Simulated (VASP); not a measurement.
# Al (Im-3m) in VASP: settings compared

The runs below take Al through single point, with LDA, BLYP, PBEsol.

Program: VASP 6.6.1. These are calculated values, not measurements. Logs are shortened: lines on timing, memory, paths and dates and some standing lists are left out, and cuts for length are marked.

**1. The cell of the first run**

It takes space group Im-3m (No. 229, cubic). Conventional cell: a = 3.182 Å, b = 3.182 Å, c = 3.182 Å, α = 90.00°, β = 90.00°, γ = 90.00°. Within 3.6 Å of Al (site symmetry m-3m) lie 14 Al at 2.76 to 3.18 Å.

This isn't the form of Al at room conditions, which is fcc.

**2. Single point, LDA**

INCAR reads:

```
  PREC = Accurate
  ENCUT = 500
  EDIFF = 1E-6
  ISMEAR = -1
  SIGMA = 0.15
  LREAL = False
  LASPH = True
  NELM = 120
  ALGO = Normal
  ISIF = 2
  LWAVE = False
  LCHARG = False
  NBANDS = 8
  GGA_COMPAT = False
```

KPOINTS reads:

```
regular mesh
0
Gamma
  13 13 13
```

POSCAR reads:

```
Al
1.0
   -1.5912190000      1.5912190000      1.5912190000
    1.5912190000     -1.5912190000      1.5912190000
    1.5912190000      1.5912190000     -1.5912190000
Al
1
Direct
    0.0000000000      0.0000000000      0.0000000000
```

Potentials or basis: VASP PAW LDA potentials, release 64 (Al).

Run with:

```bash
$ cat potpaw_LDA.64/Al/POTCAR > POTCAR
$ mpirun -np 1 vasp_std > vasp.out
```

OUTCAR:

```text
PREC = Accurate
   ENCUT = 500
   EDIFF = 1E-6
   ISMEAR = -1
   LREAL = False
   LASPH = True
   NELM = 120
   ISIF = 2

 ion  position               nearest neighbor table
   1  0.000  0.000  0.000-

  LATTYP: Found a body centered cubic cell.
 ALAT       =     3.1824380000

  Lattice vectors:

 A1 = (  -1.5912190000,   1.5912190000,   1.5912190000)
 A2 = (   1.5912190000,  -1.5912190000,   1.5912190000)
 A3 = (   1.5912190000,   1.5912190000,  -1.5912190000)

Analysis of symmetry for initial positions (statically):
=====================================================================
 Subroutine PRICEL returns:
 Original cell was already a primitive cell.

 Routine SETGRP: Setting up the symmetry group for a
 body centered cubic supercell.

 Subroutine GETGRP returns: Found 48 space group operations
 (whereof 48 operations were pure point group operations)
 out of a pool of 48 trial point group operations.

The static configuration has the point symmetry O_h .

Analysis of symmetry for dynamics (positions and initial velocities):
=====================================================================
 Subroutine PRICEL returns:
 Original cell was already a primitive cell.

 Routine SETGRP: Setting up the symmetry group for a
 body centered cubic supercell.

 Subroutine GETGRP returns: Found 48 space group operations
 (whereof 48 operations were pure point group operations)
 out of a pool of 48 trial point group operations.

The dynamic configuration has the point symmetry O_h .

 Subroutine INISYM returns: Found 48 space group operations
 (whereof 48 operations are pure point group operations),
 and found     1 'primitive' translations

----------------------------------------------------------------------------------------

                                     Primitive cell

  volume of cell :      16.1157

  direct lattice vectors                    reciprocal lattice vectors
    -1.591219000  1.591219000  1.591219000     0.000000000  0.314224503  0.314224503
     1.591219000 -1.591219000  1.591219000     0.314224503  0.000000000  0.314224503
     1.591219000  1.591219000 -1.591219000     0.314224503  0.314224503  0.000000000

  length of vectors
     2.756072154  2.756072154  2.756072154     0.444380554  0.444380554  0.444380554

  position of ions in fractional coordinates (direct lattice)
     0.000000000  0.000000000  0.000000000
[... 68 lines left out ...]
   ISTART =      0    job   : 0-new  1-cont  2-samecut
   ICHARG =      2    charge: 1-file 2-atom 10-const
   ISPIN  =      1    spin polarized calculation?
   LNONCOLLINEAR =      F non collinear calculations
   LSORBIT =      F    spin-orbit coupling
   LASPH  =      T    aspherical Exc in radial PAW
   ENCUT  =  500.0 eV  36.75 Ry    6.06 a.u.   5.02  5.02  5.02*2*pi/ulx,y,z
   NELM   =    120;   NELMIN=  2; NELMDL= -5     # of ELM steps
   EDIFF  = 0.1E-05   stopping-criterion for ELM
   LREAL  =      F    real-space projection
[... 7 lines left out ...]
   TEBEG  =    0.0;   TEEND  =   0.0 temperature during run
   PSTRESS=    0.0 pullay stress
   NELECT =       3.0000    total number of electrons
   NUPDOWN=      -1.0000    fix difference up-down
   EMIN   =  10.00;   EMAX   =-10.00  energy-range for DOS
   EFERMI =   0.00;   METHOD = LEGACY
   ISMEAR =    -1;   SIGMA  =   0.15  broadening in eV -4-tet -1-fermi 0-gaus
   EFERMI_NEDOS =   21; number of points for ismear=-14 and -15
   IALGO  =     38    algorithm
   IMIX   =      4    mixing-type and parameters
     AMIX     =   0.40;   BMIX     =  1.00
     AMIX_MAG =   1.60;   BMIX_MAG =  1.00
  volume/ion in A,a.u.               =      16.12       108.75
  Fermi-wavevector in a.u.,A,eV,Ry     =   0.934757  1.766434 11.888366  0.873770
  Thomas-Fermi vector in A             =   2.061594
   LORBIT       =      0    0 simple, 1 ext, 2 COOP (PROOUT), +10 PAW based schemes
   GGA     = CA    functional components
   LHFCALC =     F    Hartree Fock is set to
   AEXX    =    0.0000 exact exchange contribution
   IVDW    =     0    specifies the selected vdW correction
   LEPSILON=     F    determine dielectric tensor
   LRPA    =     F    only Hartree local field effects (RPA)
 non-spin polarized calculation
  energy-cutoff  :      500.00
  volume of cell :       16.12
 maximum number of plane-waves:       420
   NGX =  9   NGY =  9   NGZ =  9

 number of electron       3.0000000 magnetization

 Free energy of the ion-electron system (eV)
  ---------------------------------------------------
  ext. energy  EPLUGINS =         0.00000000
  ---------------------------------------------------
  free energy    TOTEN  =        -4.10746127 eV

  energy without entropy =       -4.07780786  energy(sigma->0) =       -4.09263456

 E-fermi :   8.0522     XC(G=0): -10.4351

 val. band max:        7.9469420484   @ k =   0.2308   0.2308   0.1538
 cond. band min:       8.0900446980   @ k =  -0.3846   0.3846   0.1538
 fundamental gap:      0.1431026496
 Fermi energy:         8.0522196321

 k-point     1 :       0.0000    0.0000    0.0000
  band No.  band energies     occupation
      1      -3.2205      2.00000
      2      21.3740      0.00000
      3      21.3740      0.00000
      4      21.3740      0.00000
      5      22.8105      0.00000
      6      22.8105      0.00000
      7      22.8105      0.00000
      8      24.5058      0.00000
[... 243 lines left out ...]
 k-point    24 :       0.2308    0.0769    0.0769
  band No.  band energies     occupation
      1      -0.1473      2.00000
      2      10.4775      0.00000
      3      14.3108      0.00000
      4      14.8367      0.00000
      5      22.5863      0.00000
      6      23.0644      0.00000
      7      26.6658      0.00000
      8      26.9660      0.00000

 [... further k-points ...]

------------------------ aborting loop because EDIFF is reached ----------------------------------------

  FORCE on cell =-STRESS in cart. coord.  units (eV):
  Direction    XX          YY          ZZ          XY          YZ          ZX
  --------------------------------------------------------------------------------------
  -------------------------------------------------------------------------------------
  Total        0.0385976      0.0385976      0.0385976     -0.0000000     -0.0000000      0.0000000
  in kB        3.8372554      3.8372554      3.8372554     -0.0000000     -0.0000000      0.0000000
  external PRESSURE =       3.8372554 kB  Pullay stress =       0.0000000 kB

 VOLUME and BASIS-vectors are now :
 -----------------------------------------------------------------------------
  energy-cutoff  :      500.00
  volume of cell :       16.12
      direct lattice vectors                 reciprocal lattice vectors
    -1.591219000  1.591219000  1.591219000     0.000000000  0.314224503  0.314224503
     1.591219000 -1.591219000  1.591219000     0.314224503  0.000000000  0.314224503
     1.591219000  1.591219000 -1.591219000     0.314224503  0.314224503  0.000000000

 POSITION                                       TOTAL-FORCE (eV/Angst)
 -----------------------------------------------------------------------------------
      0.00000      0.00000      0.00000         0.000000     -0.000000     -0.000000
 -----------------------------------------------------------------------------------
    total drift:                                0.000000      0.000000     -0.000000

  FREE ENERGIE OF THE ION-ELECTRON SYSTEM (eV)
  ---------------------------------------------------
  free  energy   TOTEN  =        -4.1074612658 eV

  energy  without entropy=       -4.0778078637  energy(sigma->0) =       -4.09263456
```

Run time: 11 s. Hardware: 1 thread of Intel Xeon 8259CL, shared host; peak memory 0.11 GiB.

What came out:

| Property | Result |
| --- | --- |
| Free energy | -4.1075 eV |
| Pressure | 0.4 GPa |
| Band gap on the k mesh | zero (an odd number of electrons rules out a gap without spin polarisation) |

**3. Single point, BLYP**

INCAR reads:

```
PREC = Accurate ; ENCUT = 500
EDIFF = 1E-6 ; ISMEAR = -1
SIGMA = 0.15 ; LREAL = F
LASPH = T ; NELM = 120
ALGO = Normal ; ISIF = 2
LWAVE = F ; LCHARG = F
GGA = B5 ; ALDAX = 1.0
AGGAX = 1.0 ; AGGAC = 1.0
ALDAC = 0.0 ; NBANDS = 8
GGA_COMPAT = F
```

KPOINTS is that of step 2.

POSCAR is that of step 2.

Potentials or basis: VASP PAW PBE potentials, release 64 (Al).

Run with:

```bash
$ cat potpaw_PBE.64/Al/POTCAR > POTCAR
$ mpirun -np 1 vasp_std > vasp.out
```

OUTCAR:

```text
PREC = Accurate
   ENCUT = 500
   EDIFF = 1E-6
   ISMEAR = -1
   LREAL = F
   LASPH = T
   NELM = 120
   ISIF = 2
   GGA = B5

 ion  position               nearest neighbor table
   1  0.000  0.000  0.000-

  LATTYP: Found a body centered cubic cell.
 ALAT       =     3.1824380000

  Lattice vectors:

 A1 = (  -1.5912190000,   1.5912190000,   1.5912190000)
 A2 = (   1.5912190000,  -1.5912190000,   1.5912190000)
 A3 = (   1.5912190000,   1.5912190000,  -1.5912190000)

Analysis of symmetry for initial positions (statically):
=====================================================================
 Subroutine PRICEL returns:
 Original cell was already a primitive cell.

 Routine SETGRP: Setting up the symmetry group for a
 body centered cubic supercell.

 Subroutine GETGRP returns: Found 48 space group operations
 (whereof 48 operations were pure point group operations)
 out of a pool of 48 trial point group operations.

The static configuration has the point symmetry O_h .

Analysis of symmetry for dynamics (positions and initial velocities):
=====================================================================
 Subroutine PRICEL returns:
 Original cell was already a primitive cell.

 Routine SETGRP: Setting up the symmetry group for a
 body centered cubic supercell.

 Subroutine GETGRP returns: Found 48 space group operations
 (whereof 48 operations were pure point group operations)
 out of a pool of 48 trial point group operations.

The dynamic configuration has the point symmetry O_h .

 Subroutine INISYM returns: Found 48 space group operations
 (whereof 48 operations are pure point group operations),
 and found     1 'primitive' translations

----------------------------------------------------------------------------------------

                                     Primitive cell

  volume of cell :      16.1157
[... 106 lines left out ...]
     AMIX     =   0.40;   BMIX     =  1.00
     AMIX_MAG =   1.60;   BMIX_MAG =  1.00
  volume/ion in A,a.u.               =      16.12       108.75
  Fermi-wavevector in a.u.,A,eV,Ry     =   0.934757  1.766434 11.888366  0.873770
  Thomas-Fermi vector in A             =   2.061594
   LORBIT       =      0    0 simple, 1 ext, 2 COOP (PROOUT), +10 PAW based schemes
   GGA     = B5    functional components
   LHFCALC =     F    Hartree Fock is set to
   AEXX    =    0.0000 exact exchange contribution
   IVDW    =     0    specifies the selected vdW correction
   LEPSILON=     F    determine dielectric tensor
   LRPA    =     F    only Hartree local field effects (RPA)
 non-spin polarized calculation
  energy-cutoff  :      500.00
  volume of cell :       16.12
 maximum number of plane-waves:       420
   NGX =  9   NGY =  9   NGZ =  9

 number of electron       3.0000000 magnetization

 Free energy of the ion-electron system (eV)
  ---------------------------------------------------
  ext. energy  EPLUGINS =         0.00000000
  ---------------------------------------------------
  free energy    TOTEN  =        -2.59243166 eV

  energy without entropy =       -2.56226252  energy(sigma->0) =       -2.57734709

 E-fermi :   8.7342     XC(G=0):  -9.7659

 val. band max:        8.6606500525   @ k =   0.2308   0.2308   0.1538
 cond. band min:       8.7738300600   @ k =  -0.3846   0.3846   0.1538
 fundamental gap:      0.1131800075
 Fermi energy:         8.7341580856

 k-point     1 :       0.0000    0.0000    0.0000
  band No.  band energies     occupation
      1      -2.5500      2.00000
      2      22.0485      0.00000
      3      22.0485      0.00000
      4      22.0485      0.00000
      5      23.4751      0.00000
      6      23.4751      0.00000
      7      23.4751      0.00000
      8      25.3431      0.00000
[... 243 lines left out ...]
 k-point    24 :       0.2308    0.0769    0.0769
  band No.  band energies     occupation
      1       0.5276      2.00000
      2      11.1681      0.00000
      3      15.0278      0.00000
      4      15.4824      0.00000
      5      23.3138      0.00000
      6      23.7899      0.00000
      7      27.4139      0.00000
      8      27.6945      0.00000

 [... further k-points ...]

------------------------ aborting loop because EDIFF is reached ----------------------------------------

  FORCE on cell =-STRESS in cart. coord.  units (eV):
  Direction    XX          YY          ZZ          XY          YZ          ZX
  --------------------------------------------------------------------------------------
  -------------------------------------------------------------------------------------
  Total        0.7635403      0.7635403      0.7635403     -0.0000000     -0.0000000      0.0000000
  in kB       75.9088940     75.9088940     75.9088940     -0.0000000     -0.0000000      0.0000000
  external PRESSURE =      75.9088940 kB  Pullay stress =       0.0000000 kB

 VOLUME and BASIS-vectors are now :
 -----------------------------------------------------------------------------
  energy-cutoff  :      500.00
  volume of cell :       16.12
      direct lattice vectors                 reciprocal lattice vectors
    -1.591219000  1.591219000  1.591219000     0.000000000  0.314224503  0.314224503
     1.591219000 -1.591219000  1.591219000     0.314224503  0.000000000  0.314224503
     1.591219000  1.591219000 -1.591219000     0.314224503  0.314224503  0.000000000

 POSITION                                       TOTAL-FORCE (eV/Angst)
 -----------------------------------------------------------------------------------
      0.00000      0.00000      0.00000         0.000000      0.000000      0.000000
 -----------------------------------------------------------------------------------
    total drift:                                0.000000      0.000000     -0.000000

  FREE ENERGIE OF THE ION-ELECTRON SYSTEM (eV)
  ---------------------------------------------------
  free  energy   TOTEN  =        -2.5924316619 eV

  energy  without entropy=       -2.5622625160  energy(sigma->0) =       -2.57734709
```

OSZICAR:

```text
N       E                     dE             d eps       ncg     rms          rms(c)
DAV:   1    -0.117388415701E+01   -0.11739E+01   -0.85321E+02  1352   0.197E+02
DAV:   2    -0.259191518668E+01   -0.14180E+01   -0.13787E+01  1888   0.186E+01
DAV:   3    -0.260059297556E+01   -0.86778E-02   -0.86747E-02  1624   0.153E+00
DAV:   4    -0.260062731580E+01   -0.34340E-04   -0.34341E-04  1984   0.867E-02
DAV:   5    -0.260062741164E+01   -0.95843E-07   -0.95571E-07  1672   0.290E-03    0.773E-01
DAV:   6    -0.259541927304E+01    0.52081E-02   -0.11482E-03  1512   0.217E-01    0.481E-01
DAV:   7    -0.259239744660E+01    0.30218E-02   -0.38968E-03  1432   0.404E-01    0.660E-02
DAV:   8    -0.259242948363E+01   -0.32037E-04   -0.64048E-05  1968   0.507E-02    0.157E-02
DAV:   9    -0.259243163168E+01   -0.21480E-05   -0.21714E-06  1688   0.956E-03    0.264E-03
DAV:  10    -0.259243166185E+01   -0.30172E-07   -0.12442E-07   888   0.204E-03
   1 F= -.25924317E+01 E0= -.25773471E+01  d E =-.301691E-01
```

Wall time 20 s (1 thread of Intel Xeon 8259CL, shared host); peak memory 0.12 GiB.

What came out:

| Property | Result |
| --- | --- |
| Free energy | -2.5924 eV |
| Pressure | 7.6 GPa |
| Band gap on the k mesh | zero (an odd number of electrons rules out a gap without spin polarisation) |

Levels at points of the mesh, in eV from the Fermi level:
| k point | band 1 | band 2 | band 3 | band 4 | band 5 | band 6 |
| --- | --- | --- | --- | --- | --- | --- |
| (0.00, 0.00, 0.00) | -11.28 | 13.31 | 13.31 | 13.31 | 14.74 | 14.74 |

Caveat: the cell stands under pressure; the PAW data sets were made with another functional, which shifts forces and pressure a little.

**4. Single point, PBEsol**

INCAR reads:

```
PREC = Accurate ; ENCUT = 500
EDIFF = 1E-6 ; ISMEAR = -1
SIGMA = 0.15 ; LREAL = F
LASPH = T ; NELM = 120
ALGO = Normal ; ISIF = 2
LWAVE = F ; LCHARG = F
GGA = PS ; NBANDS = 8
GGA_COMPAT = F
```

KPOINTS reads:

```
Automatic mesh
0
Gamma
  13 13 13
```

POSCAR is that of step 3.

Run with:

```bash
$ cat potpaw_PBE.64/Al/POTCAR > POTCAR
$ mpirun -np 1 vasp_std > vasp.out
```

It took 12 s on 1 thread of Intel Xeon 8259CL, shared host; peak memory 0.12 GiB.

The run converged. Its results:

```yaml
Free_energy: -4.0072 eV
Pressure: 2.2 GPa
Band_gap_on_the_k_mesh: zero (an odd number of electrons rules out a gap without spin polarisation)
```

Levels at points of the mesh, in eV from the Fermi level:
```tsv
k point	band 1	band 2	band 3	band 4	band 5
(0.00, 0.00, 0.00)	-11.31	13.37	13.37	13.37	15.01
```

Caveat: the PAW data sets were made with another functional, which shifts forces and pressure a little.

**5. Overview**

```csv
level,potentials or basis,gap on the mesh (eV),pressure (GPa)
LDA,"VASP PAW LDA potentials, release 64 (Al)",none,0.4
BLYP,"VASP PAW PBE potentials, release 64 (Al)",none,7.6
PBEsol,"VASP PAW PBE potentials, release 64 (Al)",none,2.2
```

Alike in all rows: task single point; no spin polarisation; cell as given; k mesh 13 × 13 × 13; cutoff (eV) 500; smearing fermi-dirac 0.15 eV.

Caveats: the PAW data sets were made with another functional, which shifts forces and pressure a little (at least some runs); the cell stands under pressure (at least some runs).

Absolute energies hang on the potentials; compare differences alone.
